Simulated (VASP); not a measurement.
Set up this calculation in VASP 6.6.1, as the native input.

| Property | Result |
| --- | --- |
| Task | single point |
| Functional | PBE |
| Potentials or basis | VASP PAW PBE potentials, release 64 (Cu) |
| Cutoff | 520 eV |
| k mesh | 22 × 22 × 22 |
| Occupations | gaussian, width 0.15 eV |
| Spin | no spin polarisation |
| Dipole correction | no |
| Further INCAR settings | ALGO = Fast; EDIFF = 1e-07; NBANDS = 12 |

The structure of Cu lies in POSCAR:

```
Cu
1.0
    0.0000000000      1.7803875000      1.8617250000
    1.7803875000      0.0000000000      1.8617250000
    1.7803875000      1.7803875000      0.0000000000
Cu
1
Direct
    0.0000000000      0.0000000000      0.0000000000
```

This cell differs from its parent crystal: strain -0.015 along x and y, +0.030 along z.

These files were run (other wordings do the same):

INCAR

```
PREC     = Accurate       # precision mode
ENCUT    = 520            # plane-wave cutoff, eV
EDIFF    = 1E-7           # SCF threshold, eV
ISMEAR   = 0              # smearing method
SIGMA    = 0.15           # smearing width, eV
LREAL    = F              # projectors in reciprocal space
LASPH    = T              # aspherical terms in the spheres
NELM     = 100            # most SCF steps
ALGO     = Fast           # electronic algorithm
ISIF     = 2              # what is computed and relaxed
LWAVE    = F              # write WAVECAR
LCHARG   = F              # write CHGCAR
GGA      = PE             # functional
NBANDS   = 12             # bands
```

KPOINTS

```
Automatic mesh
0
Gamma
  22 22 22
```

Potentials or basis: VASP PAW PBE potentials, release 64 (Cu).

Command:

```sh
$ cat potpaw_PBE.64/Cu/POTCAR > POTCAR
$ mpirun -np 1 vasp_std > vasp.out
```

It gave:

The pressure is 2.6 GPa and the band gap on the k mesh is zero (an odd number of electrons rules out a gap without spin polarisation).

Caveat: the cell differs from its parent crystal (strain -0.015 along x and y, +0.030 along z).

Wall time 2.7 min on 1 thread of Intel Xeon 8259CL, on a shared host, peak memory 0.23 GiB.
